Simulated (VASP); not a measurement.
A run of VASP 6.6.1 is set up as follows.

INCAR

```
SYSTEM = Ga2Sb2CO
  PREC = Accurate
  ENCUT = 520
  EDIFF = 1E-7
  ISMEAR = 0
  SIGMA = 0.1
  LREAL = .False.
  LASPH = .True.
  NELM = 80
  ALGO = Normal
  ISIF = 2
  LWAVE = .False.
  LCHARG = .False.
  LDIPOL = .True.
  IDIPOL = 3
  DIPOL = 0.5 0.5 0.353
  GGA = PE
  IVDW = 12
  NBANDS = 32
```

Contents of KPOINTS:

```
Automatic mesh
0
Gamma
  6 6 1
  0 0 0
```

The input POSCAR:

```
Ga2Sb2CO
1.0
    4.3343814621      0.0000000000      0.0000000000
   -2.1671907311      3.7536844559      0.0000000000
    0.0000000000      0.0000000000     23.3197422777
Sb Ga O C
2 2 1 1
Direct
    0.0000000000      0.0000000000      0.1715284823
    0.3333333333      0.6666666667      0.3301590654
    0.3333333333      0.6666666667      0.2094685204
    0.6666666667      0.3333333333      0.3632005095
    1.3333333333      0.6666666667      0.4961350833
    1.3333333333      0.6666666667      0.5454495220
```

Potentials or basis: VASP PAW PBE potentials, release 64 (Sb, Ga_d, O, C).

Run with:

```console
$ cat potpaw_PBE.64/Sb/POTCAR potpaw_PBE.64/Ga_d/POTCAR potpaw_PBE.64/O/POTCAR potpaw_PBE.64/C/POTCAR > POTCAR
$ mpirun -np 1 vasp_std > vasp.out
```

**Question.** What does it give for the band gap on the k mesh?

**Answer.** 0.02 eV, indirect (least direct gap 0.18 eV).

**Question.** Estimate the largest force.

**Answer.** 0.707 eV/Å.

**Question.** What does it give for the dispersion energy per atom?

**Answer.** -0.167 eV.

Forces on the atoms (eV/Å):
```
Sb   0.000  0.000  0.150
Sb   0.000  0.000 -0.082
Ga   0.000  0.000 -0.113
Ga   0.000  0.000  0.004
O    0.000  0.000  0.707
C    0.000  0.000 -0.666
```

Caveat: spin-orbit coupling is left out, which moves the levels of the heavy elements.
